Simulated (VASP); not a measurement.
Cr, 2 atoms in the cell. The structure is cubic, space group Im-3m (No. 229). Conventional cell: a = 2.863 Å, b = 2.863 Å, c = 2.863 Å, α = 90.00°, β = 90.00°, γ = 90.00°. Cr (site symmetry m-3m) has 14 Cr at 2.48 to 2.86 Å within 3.3 Å. 

* Program: VASP 6.6.1
* Task: relaxation of cell and atoms
* Functional: PBE
* Potentials or basis: VASP PAW PBE potentials, release 64 (Cr_pv)
* Cutoff: 600 eV
* k mesh: 14 × 14 × 14
* Occupations: gaussian, width 0.1 eV
* Spin: collinear spin, antiferromagnetic start
* Starting moments: [-1.0, 1.0] μB
* Dipole correction: no
* Further INCAR settings: ALGO = Normal; EDIFF = 1e-06; IBRION = 2; EDIFFG = -0.005; NSW = 100; ISIF = 3

Potentials or basis: VASP PAW PBE potentials, release 64 (Cr_pv).

Run with:

```console
$ cat potpaw_PBE.64/Cr_pv/POTCAR > POTCAR
$ mpirun -np 1 vasp_std > vasp.out
```

Hardware: 1 thread of Intel(R) Xeon(R) Platinum 8259CL CPU @ 2.50GHz (Skylake/Cascade Lake) (shared host).

**Question.** Estimate the wall time of this run.

**Answer.** It took 3.5 min on 1 thread of Intel(R) Xeon(R) Platinum 8259CL CPU @ 2.50GHz (Skylake/Cascade Lake), with other jobs on the host, peak memory 0.21 GiB. Counts: scf iterations 30, k points 120, ion steps 3.
